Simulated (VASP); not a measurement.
A run of VASP 6.6.1:

File INCAR:

```
SYSTEM = Ti2B2Os
PREC = Accurate
ENCUT = 600
EDIFF = 1E-6
ISMEAR = 0
SIGMA = 0.1
LREAL = .False.
LASPH = .True.
NELM = 60
ALGO = Normal
ISIF = 3
LWAVE = .False.
LCHARG = .False.
GGA = PE
IBRION = 2
NSW = 90
EDIFFG = -0.04
```

Contents of KPOINTS:

```
Automatic mesh
0
Gamma
  6 6 4
  0 0 0
```

POSCAR

```
Ti2B2Os
1.0
    3.3253943400      0.0000000000      0.0000000000
    0.0000000000      3.3253943400      0.0000000000
    0.0000000000      0.0000000000      5.9558396800
Ti B Os
2 2 1
Direct
    0.0000000000      0.5000000000      0.5000000000
    0.5000000000      0.0000000000      0.5000000000
    0.0000000000      0.0000000000      0.3925172800
    0.0000000000      0.0000000000      0.6074827200
    0.0000000000      0.0000000000      0.0000000000
```

Potentials or basis: VASP PAW PBE potentials, release 64 (Ti_sv, B, Os).

Command:

```console
$ cat potpaw_PBE.64/Ti_sv/POTCAR potpaw_PBE.64/B/POTCAR potpaw_PBE.64/Os/POTCAR > POTCAR
$ mpirun -np 1 vasp_std > vasp.out
```

Hardware: 1 thread of Intel(R) Xeon(R) 6975P-C (Granite Rapids), with other jobs on the host.

Problem. Estimate the wall time of this run.

Solution. Run time: 9.3 min on 1 thread of Intel(R) Xeon(R) 6975P-C (Granite Rapids), on a shared host, peak memory 0.25 GiB. Counts: scf iterations 278, k points 30, ion steps 22.
